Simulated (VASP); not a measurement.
LiCl: single point with PBE+D4

LiCl:

```
CELL_PARAMETERS angstrom
0.00000 2.59646 2.59646
2.59646 0.00000 2.59646
2.59646 2.59646 0.00000
ATOMIC_POSITIONS crystal
Li 0.00000 0.00000 0.00000
Cl 0.50000 0.50000 0.50000
```

| Quantity | Value |
| --- | --- |
| Program | VASP 6.6.1 |
| Task | single point |
| Functional | PBE |
| Dispersion | D4 |
| Potentials or basis | VASP PAW PBE potentials, release 64 (Li_sv, Cl) |
| Cutoff | 750 eV |
| k mesh | 8 × 8 × 8 |
| Occupations | gaussian, width 0.02 eV |
| Spin | no spin polarisation |

```
Pressure                   : -1.9 GPa
Band gap on the k mesh     : 6.13 eV
Dispersion energy per atom : -0.117 eV
```

Levels at points of the mesh, in eV from the valence-band top:
| k point | band 3 | band 4 | band 5 | band 6 | band 7 | band 8 |
| --- | --- | --- | --- | --- | --- | --- |
| (0.00, 0.00, 0.00) | 0.00 | 0.00 | 0.00 | 6.13 | 11.91 | 11.91 |
| (0.50, 0.00, 0.00) | -2.67 | -0.24 | -0.24 | 6.72 | 9.48 | 9.48 |
| (0.50, 0.50, 0.00) | -2.73 | -1.03 | -1.03 | 7.79 | 8.34 | 12.13 |

Run time: 38 s on 1 thread of Intel Xeon 8259CL, on a shared host, peak memory 0.2 GiB.

A k mesh can miss the band edges. PBE gaps usually lie below the measured ones, often by a third to a half.
